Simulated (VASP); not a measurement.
Here is a VASP 6.6.1 calculation.

File POSCAR:

```
SnO
1.0
    2.6914999983     -2.6923460577      0.0000000000
    2.6914999983      2.6923460577      0.0000000000
    0.0000000000      0.0000000000      9.8479815939
Sn O
4 4
Direct
    0.0019888907     -0.0019888907     -0.0049605630
   -0.0019888907      0.0019888907      0.4950394370
    0.4980129145      0.5019870855      0.2619618579
    0.5019870855      0.4980129145      0.7619618579
    0.9980467543      0.5019370852      0.3784993526
    0.0019532457      0.4980629148      0.8784993526
    0.4980629148      0.0019532457      0.3784993526
    0.5019370852      0.9980467543      0.8784993526
```

File INCAR.step1:

```
SYSTEM = SnO
PREC = Accurate ; ENCUT = 520
ISMEAR = 0 ; SIGMA = 0.1
LREAL = .False. ; LASPH = .True.
NELM = 100 ; NBANDS = 50
GGA = PE ; ALGO = Normal
EDIFF = 1E-4 ; LWAVE = .True.
LCHARG = .False.
```

INCAR.step2

```
SYSTEM = SnO
PREC = Accurate ; ENCUT = 520
EDIFF = 1E-6 ; ISMEAR = 0
SIGMA = 0.1 ; LREAL = .False.
LASPH = .True. ; NELM = 100
ALGO = Normal ; ISIF = 2
LWAVE = .False. ; LCHARG = .True.
METAGGA = R2SCAN ; LMIXTAU = .True.
LELF = .True. ; LVHAR = .True.
NBANDS = 50 ; ISTART = 1
```

KPOINTS

```
Automatic mesh
0
Gamma
  6 6 2
  0 0 0
```

Potentials or basis: VASP PAW PBE potentials, release 64 (Sn_d, O).

Command:

```bash
$ cat potpaw_PBE.64/Sn_d/POTCAR potpaw_PBE.64/O/POTCAR > POTCAR
$ cp INCAR.step1 INCAR
$ mpirun -np 1 vasp_std > vasp.out
$ cp INCAR.step2 INCAR
$ mpirun -np 1 vasp_std > vasp.out
```

**Question.** Predict the band gap on the k mesh.

**Answer.** 0.34 eV.

**Question.** Estimate the largest force.

**Answer.** 0.131 eV/Å.

**Question.** Estimate the pressure.

**Answer.** 0.6 GPa.

Forces in eV/Å, atoms in the order of the input:
```
Sn   0.000  0.007  0.131
Sn   0.000 -0.007  0.131
Sn   0.000 -0.007 -0.130
Sn   0.000  0.007 -0.130
O    0.001 -0.005  0.000
O   -0.001  0.005  0.000
O   -0.001 -0.005  0.000
O    0.001  0.005  0.000
```

Caveat: the PAW data sets were made with another functional, which shifts forces and pressure a little; spin-orbit coupling is left out, which moves the levels of the heavy elements. A k mesh can miss the band edges.
